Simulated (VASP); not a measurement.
Set up this calculation in VASP 6.6.1, as the native input.

```yaml
Task: single point
Functional: PBEsol
Potentials_or_basis: VASP PAW PBE potentials, release 64 (Al, Ga_d, N)
Cutoff: 520 eV
k_mesh: 6 × 6 × 6
Occupations: gaussian, width 0.05 eV
Spin: no spin polarisation
Dipole_correction: no
Further_INCAR_settings: ALGO = Normal; EDIFF = 1e-06; NBANDS = 41
```

The structure of AlGa3N4 lies in POSCAR:

```
AlGa3N4
1.0
    4.4716853600      0.0000000000      0.0000000000
    0.0000000000      4.4716853600      0.0000000000
    0.0000000000      0.0000000000      4.4716853600
Al Ga N
1 3 4
Direct
    0.0000000000      0.0000000000      0.0000000000
    0.5000000000      0.5000000000      0.0055907332
    0.5000000000      0.0000000000      0.5000000000
    0.0000000000      0.5000000000      0.5000000000
    0.7557144200      0.7557144200      0.2442855800
    0.7557144200      0.2442855800      0.7557144200
    0.2442855800      0.7557144200      0.7557144200
    0.2442855800      0.2442855800      0.2442855800
```

This cell differs from its parent crystal: atom 2 (Ga) moved +0.025 Å along Cartesian [0 0 1].

The input as run:

INCAR

```
PREC = Accurate
ENCUT = 520
EDIFF = 1E-6
ISMEAR = 0
SIGMA = 0.05
LREAL = F
LASPH = T
NELM = 100
ALGO = Normal
ISIF = 2
LWAVE = F
LCHARG = F
GGA = PS
NBANDS = 41
```

KPOINTS

```
regular mesh
0
Gamma
  6 6 6
```

Potentials or basis: VASP PAW PBE potentials, release 64 (Al, Ga_d, N).

Command:

```bash
$ cat potpaw_PBE.64/Al/POTCAR potpaw_PBE.64/Ga_d/POTCAR potpaw_PBE.64/N/POTCAR > POTCAR
$ mpirun -np 1 vasp_std > vasp.out
```

It gave:

The pressure is -0.7 GPa. The largest force is 0.424 eV/Å and the band gap on the k mesh is 2.28 eV.

Caveat: the cell differs from its parent crystal (atom 2 (Ga) moved +0.025 Å along Cartesian [0 0 1]); the PAW data sets were made with another functional, which shifts forces and pressure a little.

Run time: 2.1 min on 1 thread of AMD EPYC 9R45 96-Core Processor (Zen 5) (shared host), peak memory 0.27 GiB.
